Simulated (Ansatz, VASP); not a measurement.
**WI6: VASP beside Ansatz**

```xyz
7
Lattice="0.0000 5.7844 5.7844 5.7844 0.0000 5.7844 5.7844 5.7844 0.0000" Properties=species:S:1:pos:R:3 pbc="T T T"
W     0.0000    0.0000    0.0000
I     2.7112    5.7844    5.7844
I     8.8577    5.7844    5.7844
I     5.7844    2.7112    5.7844
I     5.7844    8.8577    5.7844
I     5.7844    5.7844    2.7112
I     5.7844    5.7844    8.8577
```

Change from the starting cell: relaxed end of: ordered vacancies on the cation sites of rhenium trioxide (Fm-3m, No. 225).

Alike in both runs: task single point; functional PBE; k mesh 4 × 4 × 4; occupations gaussian, width 0.1 eV; no spin polarisation.

```csv
,VASP,Ansatz
version,VASP 6.6.1,Ansatz 0.2.0
potentials or method,"VASP PAW PBE potentials, release 64 (W_sv, I), cutoff 520 eV","scalar-relativistic, plane waves, PAW"
valence electrons in the cell,56,116
```

|  | VASP | Ansatz | Ansatz less VASP |
| --- | --- | --- | --- |
| gap on the k mesh at the Fermi level (eV) | 0.19 | 0.19 | -0.002 |
| least direct gap on the mesh (eV) | 0.20 | 0.20 | -0.002 |
| pressure (GPa) | 0.0 | 0.0 | 0.00 |
| rms of the force components (eV/Å) | 0.005 | 0.005 | -0.0007 |

Atom by atom the forces differ by 0.001 eV/Å (rms over components). With one functional, cell and mesh, what is left measures potentials, basis and numerics. VASP's potentials hold 56 valence electrons a cell and Ansatz's 116, so a difference there can come from the potentials and not from the codes.

Neither program's run includes spin-orbit coupling.
